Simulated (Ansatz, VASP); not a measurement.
**Y2GeS4: VASP beside Ansatz**

```
Y Ge S
1.0
     7.08714   -1.97799   -0.08171
     7.08714    1.97799   -0.08171
    -3.07655    0.00000    6.18302
Y Ge S
2 1 4
Direct
  0.27658 0.27658 0.28463
  0.72342 0.72342 0.71537
  0.00000 0.00000 0.00000
  0.87458 0.87458 0.56384
  0.36168 0.36168 0.00102
  0.12542 0.12542 0.43616
  0.63832 0.63832 0.99898
```

Alike in both runs: functional PBE; k mesh 3 × 3 × 2; occupations gaussian, width 0.15 eV; no spin polarisation.

Ansatz relaxed the structure, and its values are those at the end. VASP's run is a single point on that final structure, the one shown.

|  | VASP | Ansatz |
| --- | --- | --- |
| version | VASP 6.6.1 | Ansatz 0.2.0 |
| potentials or method | VASP PAW PBE potentials, release 64 (Y_sv, Ge_d, S), cutoff 520 eV | scalar-relativistic, plane waves, PAW |
| valence electrons in the cell | 60 | 60 |

|  | VASP | Ansatz | Ansatz less VASP |
| --- | --- | --- | --- |
| gap on the k mesh at the Fermi level (eV) | 1.41 | 1.41 | 0.000 |
| least direct gap on the mesh (eV) | 1.86 | 1.86 | +0.001 |
| pressure (GPa) | 0.1 | 0.1 | +0.06 |
| rms of the force components (eV/Å) | 0.006 | 0.008 | +0.0011 |

With one functional, cell and mesh, what is left measures potentials, basis and numerics.

The k mesh is coarse, so the values compare programs but aren't converged.
